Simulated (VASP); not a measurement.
# BN (F-43m) in VASP: notebook

The runs below take BN through single point, with r2SCAN.

All numbers are computed with VASP 6.6.1; they aren't measurements. Logs are shortened: lines on timing, memory, paths and dates and some standing lists are left out, and cuts for length are marked.

## (1) The cell of the first run

The structure is cubic, space group F-43m (No. 216). The conventional cell has a = 3.610 Å, b = 3.610 Å, c = 3.610 Å, α = 90.00°, β = 90.00°, γ = 90.00°. B (site symmetry -43m) has 4 N at 1.56 Å within 2.1 Å. N (site symmetry -43m) has 4 B at 1.56 Å within 2.1 Å.

## (2) Single point, r2SCAN

POSCAR

```
BN
1.0
    0.0000000000      1.8048254535      1.8048254535
    1.8048254535      0.0000000000      1.8048254535
    1.8048254535      1.8048254535      0.0000000000
B N
1 1
Direct
    0.0000000000      0.0000000000      0.0000000000
    0.2500000000      0.2500000000      0.2500000000
```

INCAR.step1

```
ALGO = Normal
EDIFF = 1E-5
ENCUT = 1460
GGA = PE
GGA_COMPAT = F
ISMEAR = -1
LASPH = T
LCHARG = F
LREAL = F
LWAVE = T
NBANDS = 11
NELM = 120
PREC = Accurate
SIGMA = 0.02
```

INCAR.step2

```
ALGO = Normal
EDIFF = 1E-6
ENCUT = 1460
GGA_COMPAT = F
ISIF = 2
ISMEAR = -1
ISTART = 1
LASPH = T
LCHARG = F
LMIXTAU = T
LREAL = F
LWAVE = F
METAGGA = R2SCAN
NBANDS = 11
NELM = 120
PREC = Accurate
SIGMA = 0.02
```

KPOINTS

```
k-points
0
Gamma
  10 10 10
```

Potentials or basis: VASP PAW PBE potentials, release 64 (B_h, N_h).

Started as:

```bash
cat potpaw_PBE.64/B_h/POTCAR potpaw_PBE.64/N_h/POTCAR > POTCAR
cp INCAR.step1 INCAR
mpirun -np 1 vasp_std > vasp.out
cp INCAR.step2 INCAR
mpirun -np 1 vasp_std > vasp.out
```

OUTCAR:

```text
EDIFF = 1E-6
   ENCUT = 1460
   ISIF = 2
   ISMEAR = -1
   ISTART = 1
   LASPH = T
   LREAL = F
   METAGGA = R2SCAN
   NELM = 120
   PREC = Accurate

 ion  position               nearest neighbor table
   1  0.000  0.000  0.000-
   2  0.250  0.250  0.250-

  LATTYP: Found a face centered cubic cell.
 ALAT       =     3.6096509070

  Lattice vectors:

 A1 = (   0.0000000000,   1.8048254535,   1.8048254535)
 A2 = (   1.8048254535,   0.0000000000,   1.8048254535)
 A3 = (   1.8048254535,   1.8048254535,   0.0000000000)

Analysis of symmetry for initial positions (statically):
=====================================================================
 Subroutine PRICEL returns:
 Original cell was already a primitive cell.

 Routine SETGRP: Setting up the symmetry group for a
 face centered cubic supercell.

 Subroutine GETGRP returns: Found 24 space group operations
 (whereof 24 operations were pure point group operations)
 out of a pool of 48 trial point group operations.

The static configuration has the point symmetry T_d .

Analysis of symmetry for dynamics (positions and initial velocities):
=====================================================================
 Subroutine PRICEL returns:
 Original cell was already a primitive cell.

 Routine SETGRP: Setting up the symmetry group for a
 face centered cubic supercell.

 Subroutine GETGRP returns: Found 24 space group operations
 (whereof 24 operations were pure point group operations)
 out of a pool of 48 trial point group operations.

The dynamic configuration has the point symmetry T_d .

 Subroutine INISYM returns: Found 24 space group operations
 (whereof 24 operations are pure point group operations),
 and found     1 'primitive' translations

----------------------------------------------------------------------------------------

                                     Primitive cell

  volume of cell :      11.7581

  direct lattice vectors                    reciprocal lattice vectors
     0.000000000  1.804825453  1.804825453    -0.277035100  0.277035100  0.277035100
     1.804825453  0.000000000  1.804825453     0.277035100 -0.277035100  0.277035100
     1.804825453  1.804825453  0.000000000     0.277035100  0.277035100 -0.277035100

  length of vectors
     2.552408634  2.552408634  2.552408634     0.479838869  0.479838869  0.479838869

  position of ions in fractional coordinates (direct lattice)
     0.000000000  0.000000000  0.000000000
     0.250000000  0.250000000  0.250000000

  ion indices of the primitive-cell ions
   primitive index   ion index
                 1           1
                 2           2

----------------------------------------------------------------------------------------

 KPOINTS: k-points

Automatic generation of k-mesh.
 Grid dimensions read from file:
 generate k-points for:   10   10   10

 Generating k-lattice:

  Cartesian coordinates                     Fractional coordinates (reciprocal lattice)
    -0.027703510  0.027703510  0.027703510     0.100000000  0.000000000  0.000000000
     0.027703510 -0.027703510  0.027703510     0.000000000  0.100000000  0.000000000
     0.027703510  0.027703510 -0.027703510     0.000000000  0.000000000  0.100000000

  Length of vectors
     0.047983887  0.047983887  0.047983887

  Shift w.r.t. Gamma in fractional coordinates (k-lattice)
     0.000000000  0.000000000  0.000000000

 Subroutine IBZKPT returns following result:
 ===========================================

 Found     47 irreducible k-points:

 Following reciprocal coordinates:
            Coordinates               Weight
  0.000000  0.000000  0.000000      1.000000
  0.100000  0.000000  0.000000      8.000000
  0.200000  0.000000  0.000000      8.000000
  0.300000  0.000000  0.000000      8.000000
  0.400000  0.000000  0.000000      8.000000
  0.500000  0.000000  0.000000      4.000000
[... 16 lines left out ...]
  0.300000  0.300000  0.000000      6.000000
  0.400000  0.300000  0.000000     24.000000
 [... further k-points ...]
   k-points           NKPTS =     47   k-points in BZ     NKDIM =     47   number of bands    NBANDS=     11
   number of dos      NEDOS =    301   number of ions     NIONS =      2
   total plane-waves  NPLWV =  32768
   dimension x,y,z NGX =    32 NGY =   32 NGZ =   32
   dimension x,y,z NGXF=    64 NGYF=   64 NGZF=   64
   ions per type =               1   1
   NGX,Y,Z   is equivalent  to a cutoff of  20.84, 20.84, 20.84 a.u.
   NGXF,Y,Z  is equivalent  to a cutoff of  41.69, 41.69, 41.69 a.u.
 SYSTEM =  unknown system
   PREC   = accura    normal or accurate (medium, high low for compatibility)
   ISTART =      1    job   : 0-new  1-cont  2-samecut
   ICHARG =      0    charge: 1-file 2-atom 10-const
   ISPIN  =      1    spin polarized calculation?
   LNONCOLLINEAR =      F non collinear calculations
   LSORBIT =      F    spin-orbit coupling
   LASPH  =      T    aspherical Exc in radial PAW
   ENCUT  = 1460.0 eV 107.31 Ry   10.36 a.u.   7.95  7.95  7.95*2*pi/ulx,y,z
   NELM   =    120;   NELMIN=  2; NELMDL=  0     # of ELM steps
   EDIFF  = 0.1E-05   stopping-criterion for ELM
   LREAL  =      F    real-space projection
   EDIFFG = 0.1E-04   stopping-criterion for IOM
   NSW    =      0    number of steps for IOM
   IBRION =     -1    ionic relax: 0-MD 1-quasi-New 2-CG
   NFREE  =      0    steps in history (QN), initial steepest desc. (CG)
   ISIF   =      2    stress and relaxation
   ISYM   =      2    0-nonsym 1-usesym 2-fastsym
   POTIM  = 0.5000    time-step for ionic-motion
   TEBEG  =    0.0;   TEEND  =   0.0 temperature during run
   PSTRESS=    0.0 pullay stress
   NELECT =       8.0000    total number of electrons
   NUPDOWN=      -1.0000    fix difference up-down
   EMIN   =  10.00;   EMAX   =-10.00  energy-range for DOS
   EFERMI =   0.00;   METHOD = LEGACY
   ISMEAR =    -1;   SIGMA  =   0.02  broadening in eV -4-tet -1-fermi 0-gaus
   EFERMI_NEDOS =   21; number of points for ismear=-14 and -15
   IALGO  =     38    algorithm
   IMIX   =      4    mixing-type and parameters
     AMIX     =   0.40;   BMIX     =  1.00
     AMIX_MAG =   1.60;   BMIX_MAG =  1.00
  volume/ion in A,a.u.               =       5.88        39.67
  Fermi-wavevector in a.u.,A,eV,Ry     =   1.439880  2.720979 28.208337  2.073254
  Thomas-Fermi vector in A             =   2.558686
   LORBIT       =      0    0 simple, 1 ext, 2 COOP (PROOUT), +10 PAW based schemes
   METAGGA = R2SCAN    functional components
   LHFCALC =     F    Hartree Fock is set to
   AEXX    =    0.0000 exact exchange contribution
   IVDW    =     0    specifies the selected vdW correction
   LEPSILON=     F    determine dielectric tensor
   LRPA    =     F    only Hartree local field effects (RPA)
 non-spin polarized calculation
  energy-cutoff  :     1460.00
  volume of cell :       11.76
 maximum number of plane-waves:      1524
   NGX = 15   NGY = 15   NGZ = 15

 number of electron       8.0000000 magnetization

 Free energy of the ion-electron system (eV)
  ---------------------------------------------------
  ext. energy  EPLUGINS =         0.00000000
  ---------------------------------------------------
  free energy    TOTEN  =       -19.20397376 eV

  energy without entropy =      -19.20397376  energy(sigma->0) =      -19.20397376

 E-fermi :   9.5445     XC(G=0): -13.7800

 val. band max:        8.9853138098   @ k =   0.0000   0.0000   0.0000
 cond. band min:      13.9833200532   @ k =   0.5000   0.5000   0.0000
 fundamental gap:      4.9980062435
 Fermi energy:         9.5445083133

 k-point     1 :       0.0000    0.0000    0.0000
  band No.  band energies     occupation
      1     -12.3489      2.00000
      2       8.9853      2.00000
      3       8.9853      2.00000
      4       8.9853      2.00000
      5      18.5570      0.00000
      6      18.5570      0.00000
      7      18.5570      0.00000
      8      20.1250      0.00000
      9      35.2146      0.00000
     10      37.7429      0.00000
     11      37.7429      0.00000

 k-point     2 :       0.1000    0.0000    0.0000
  band No.  band energies     occupation
      1     -12.0965      2.00000
      2       7.6581      2.00000
      3       8.7230      2.00000
      4       8.7230      2.00000
      5      18.8474      0.00000
      6      18.9614      0.00000
      7      18.9614      0.00000
      8      20.9574      0.00000
      9      34.9180      0.00000
     10      35.2426      0.00000
     11      35.2426      0.00000

 k-point     3 :       0.2000    0.0000    0.0000
  band No.  band energies     occupation
      1     -11.3547      2.00000
      2       4.8165      2.00000
      3       8.1308      2.00000
      4       8.1308      2.00000
      5      19.2118      0.00000
      6      19.7977      0.00000
      7      19.7977      0.00000
      8      22.7478      0.00000
      9      33.7287      0.00000
     10      33.7287      0.00000
     11      34.1748      0.00000

 k-point     4 :       0.3000    0.0000    0.0000
  band No.  band energies     occupation
      1     -10.1875      2.00000
      2       1.7293      2.00000
      3       7.5283      2.00000
      4       7.5283      2.00000
      5      19.5296      0.00000
      6      20.3816      0.00000
      7      20.3816      0.00000
      8      24.2823      0.00000
      9      33.6710      0.00000
     10      34.0521      0.00000
     11      34.0521      0.00000
[... 239 lines left out ...]
 k-point    22 :      -0.2000    0.2000    0.0000
  band No.  band energies     occupation
      1      -9.8007      2.00000
      2       2.5337      2.00000
      3       4.5397      2.00000
      4       7.6399      2.00000
      5      20.3472      0.00000
      6      20.8224      0.00000
      7      21.3991      0.00000
      8      23.6708      0.00000
      9      31.2566      0.00000
     10      32.8008      0.00000
     11      37.3602      0.00000

 k-point    23 :       0.3000    0.3000    0.0000
  band No.  band energies     occupation
      1      -9.4798      2.00000
      2       3.4674      2.00000
      3       5.1732      2.00000
      4       5.1732      2.00000
      5      15.7449      0.00000
      6      20.4709      0.00000
      7      24.8654      0.00000
      8      24.8654      0.00000
      9      28.9816      0.00000
     10      38.0929      0.00000
     11      42.0408      0.00000

 k-point    24 :       0.4000    0.3000    0.0000
  band No.  band energies     occupation
      1      -8.4476      2.00000
      2       1.8526      2.00000
      3       4.2897      2.00000
      4       4.7449      2.00000
      5      15.6941      0.00000
      6      20.3165      0.00000
      7      25.6500      0.00000
      8      25.7706      0.00000
      9      30.0668      0.00000
     10      37.7748      0.00000
     11      42.2173      0.00000

 [... further k-points ...]

------------------------ aborting loop because EDIFF is reached ----------------------------------------

  FORCE on cell =-STRESS in cart. coord.  units (eV):
  Direction    XX          YY          ZZ          XY          YZ          ZX
  --------------------------------------------------------------------------------------
  -------------------------------------------------------------------------------------
  Total       -0.0320935     -0.0320935     -0.0320935     -0.0000000      0.0000000     -0.0000000
  in kB       -4.3731270     -4.3731270     -4.3731270     -0.0000000      0.0000000     -0.0000000
  external PRESSURE =      -4.3731270 kB  Pullay stress =       0.0000000 kB

 VOLUME and BASIS-vectors are now :
 -----------------------------------------------------------------------------
  energy-cutoff  :     1460.00
  volume of cell :       11.76
      direct lattice vectors                 reciprocal lattice vectors
     0.000000000  1.804825453  1.804825453    -0.277035100  0.277035100  0.277035100
     1.804825453  0.000000000  1.804825453     0.277035100 -0.277035100  0.277035100
     1.804825453  1.804825453  0.000000000     0.277035100  0.277035100 -0.277035100

 POSITION                                       TOTAL-FORCE (eV/Angst)
 -----------------------------------------------------------------------------------
      0.00000      0.00000      0.00000        -0.000000     -0.000000     -0.000000
      0.90241      0.90241      0.90241         0.000000      0.000000      0.000000
 -----------------------------------------------------------------------------------
    total drift:                               -0.000000     -0.000000     -0.000000

  FREE ENERGIE OF THE ION-ELECTRON SYSTEM (eV)
  ---------------------------------------------------
  free  energy   TOTEN  =       -19.2039737628 eV

  energy  without entropy=      -19.2039737628  energy(sigma->0) =      -19.20397376
```

Run time: 38 s. Hardware: 1 thread of Intel Xeon Platinum 8488C (Sapphire Rapids), shared host; peak memory 0.19 GiB.

Results:

| Item | Value |
| --- | --- |
| Free energy | -19.2040 eV |
| Pressure | -0.4 GPa |
| Band gap on the k mesh | 5.00 eV (least direct gap 9.57 eV) |

Caveat: the PAW data sets were made with another functional, which shifts forces and pressure a little.

(Continued in part 2 of 2.)
